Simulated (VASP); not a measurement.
HW4S8 (a cell with a defect), 13 atoms in the cell. The cell holds a defect, 13 atoms: a = 6.375 Å, b = 6.375 Å, c = 8.332 Å, α = 67.50°, β = 67.50°, γ = 60.00°. 

| Property | Result |
| --- | --- |
| Program | VASP 6.6.1 |
| Task | single point |
| Functional | PBE |
| Potentials or basis | VASP PAW PBE potentials, release 64 (W_sv, S, H) |
| Cutoff | 520 eV |
| k mesh | 3 × 3 × 3 |
| Occupations | gaussian, width 0.02 eV |
| Spin | no spin polarisation |
| Dipole correction | no |
| Charge | 1 |
| Further INCAR settings | ALGO = Normal; EDIFF = 1e-06; NBANDS = 64; NELECT = 104.0 |

Potentials or basis: VASP PAW PBE potentials, release 64 (W_sv, S, H).

The run is started by

```sh
$ cat potpaw_PBE.64/W_sv/POTCAR potpaw_PBE.64/S/POTCAR potpaw_PBE.64/H/POTCAR > POTCAR
$ mpirun -np 1 vasp_std > vasp.out
```

Hardware: 1 thread of Intel Xeon 8259CL, on a shared host.

Question: Estimate the wall time of this run.

Answer: Run time: 6 min on 1 thread of Intel Xeon 8259CL, with other jobs on the host, peak memory 0.47 GiB. Counts: scf iterations 16, k points 14.
